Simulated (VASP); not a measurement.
# KBr: electric field gradients with PBE

KBr:

```
K Br
1.0
     5.67191    0.00000    0.00000
    -2.83595    4.91202    0.00000
     0.00000    0.00000    6.64448
K Br
2 2
Direct
  0.33333 0.66667 0.93800
  0.66667 0.33333 0.43800
  0.33333 0.66667 0.43800
  0.66667 0.33333 0.93800
```

```json
{"Program": "VASP 6.6.1", "Task": "electric field gradients", "Functional": "PBE", "Potentials or basis": "VASP PAW PBE potentials, release 64 (K_sv, Br)", "Cutoff": "520 eV", "k mesh": "10 × 10 × 6", "Occupations": "fermi-dirac, width 0.05 eV", "Spin": "no spin polarisation", "Dipole correction": "no", "Further INCAR settings": "ALGO = Normal; EDIFF = 1e-08; NBANDS = 24"}
```

| Property | Result |
| --- | --- |
| Pressure | 0.0 GPa |
| Band gap on the k mesh | 4.14 eV |
| Largest electric field gradient by atom | K -4.2; Br +3.7 V/Å² |

Levels at points of the mesh, in eV from the valence-band top:
```csv
k point,band 12,band 13,band 14,band 15,band 16,band 17,band 18,band 19,band 20,band 21
"(0.00, 0.00, 0.00)",-0.45,-0.45,-0.26,-0.26,0.00,4.14,6.95,7.43,7.43,8.16
"(0.50, 0.00, 0.00)",-0.48,-0.44,-0.43,-0.24,-0.14,5.99,6.30,6.68,6.85,7.64
"(0.00, 0.00, 0.50)",-0.60,-0.37,-0.37,-0.37,-0.37,5.39,5.39,8.34,8.34,8.34
"(0.50, 0.00, 0.50)",-0.86,-0.33,-0.33,-0.25,-0.25,6.23,6.23,7.73,7.73,8.12
```

Electric field gradients, principal values (V/Å²):
```csv
atom,least,middle,greatest (by size)
1 K,2.100,2.101,-4.201
2 K,2.100,2.101,-4.201
3 Br,-1.852,-1.852,3.704
4 Br,-1.852,-1.852,3.704
```

It took 12 min on 1 thread of Intel Xeon 8259CL, on a shared host, peak memory 0.39 GiB.

Caveat: without QUAD_EFG the Cq values of the log hold for a quadrupole moment of 1 mb, not for the nuclei. A k mesh can miss the band edges.
